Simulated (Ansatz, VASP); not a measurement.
# KF: VASP beside Ansatz

File INCAR:

```
SYSTEM = KF
  PREC = Accurate
  ENCUT = 520
  EDIFF = 1E-6
  ISMEAR = 0
  SIGMA = 0.01
  LREAL = .False.
  LASPH = .True.
  NELM = 100
  ALGO = Normal
  ISIF = 2
  LWAVE = .False.
  LCHARG = .False.
  GGA = PE
  NBANDS = 15
```

File KPOINTS:

```
Automatic mesh
0
Gamma
  6 6 6
  0 0 0
```

The input POSCAR:

```
KF
1.0
    0.0000000000      3.0331690974      3.0331690974
    3.0331690974      0.0000000000      3.0331690974
    3.0331690974      3.0331690974      0.0000000000
K F
1 1
Direct
    0.0000000000      0.0000000000      0.0000000000
    0.2500000000      0.2500000000      0.2500000000
```

Input for Ansatz:

```yaml
crystal:
  lattice:
    - [0.0, 3.0331690974, 3.0331690974]
    - [3.0331690974, 0.0, 3.0331690974]
    - [3.0331690974, 3.0331690974, 0.0]
  atoms:
    - { symbol: K, position: [0.0, 0.0, 0.0] }
    - { symbol: F, position: [0.25, 0.25, 0.25] }
kpoints:
  mp_grid: { grid: [6, 6, 6] }
hamiltonian:
  xc: pbe
scf:
  occupations: { method: fixed }
  n_extra_bands: 4
output:
  forces: true
  stress: true
  eigenvalues: true
```

Alike in both runs: task single point; functional PBE; k mesh 6 × 6 × 6; no spin polarisation.

```csv
,VASP,Ansatz
version,VASP 6.6.1,Ansatz 0.2.0
potentials or method,"VASP PAW PBE potentials, release 64 (K_sv, F)","plane waves, PAW"
plane-wave cutoff (eV),520,420
occupations,"gaussian, width 0.01 eV",fixed
valence electrons in the cell,16,16
```

Ansatz gave:

| Property | Result |
| --- | --- |
| gap on the k mesh at the Fermi level (eV) | 4.91 |
| pressure (GPa) | -1.0 |

**Question.** Which values does VASP return?

**Answer.** gap on the k mesh at the Fermi level (eV): 4.90; pressure (GPa): -1.0.
